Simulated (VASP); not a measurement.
Here is a VASP 6.6.1 calculation.

Contents of INCAR:

```
ALGO = Normal ; EDIFF = 1E-6
EDIFFG = -0.01 ; ENCUT = 600
GGA = PE ; IBRION = 2
ISIF = 3 ; ISMEAR = 0
LASPH = T ; LCHARG = F
LREAL = F ; LWAVE = F
NELM = 100 ; NSW = 100
PREC = Accurate ; SIGMA = 0.1
```

Contents of KPOINTS:

```
k-points
0
Gamma
  8 8 8
```

The input POSCAR:

```
Ca4Pt
1.0
    5.6637921250      0.0000000000      0.0000000000
    0.0000000000      5.6637921250      0.0000000000
    0.0000000000      0.0000000000      5.6637921250
Ca Pt
4 1
Direct
    0.0000000000      0.5000000000      0.5000000000
    0.5000000000      0.0000000000      0.5000000000
    0.5000000000      0.5000000000      0.0000000000
    0.0000000000      0.0000000000      0.0000000000
    0.5000000000      0.5000000000      0.5000000000
```

Potentials or basis: VASP PAW PBE potentials, release 64 (Ca_sv, Pt).

Run with:

```console
$ cat potpaw_PBE.64/Ca_sv/POTCAR potpaw_PBE.64/Pt/POTCAR > POTCAR
$ mpirun -np 1 vasp_std > vasp.out
```

(1) Estimate the space group after relaxing (to 0.05 Å).

(2) Predict the band gap on the k mesh.

## Answers

(1) Pm-3m (No. 221).

(2) zero (band 25 reaches 2.89 eV, above the bottom of band 26 at 1.70 eV).

Caveat: spin-orbit coupling is left out, which moves the levels of the heavy elements.
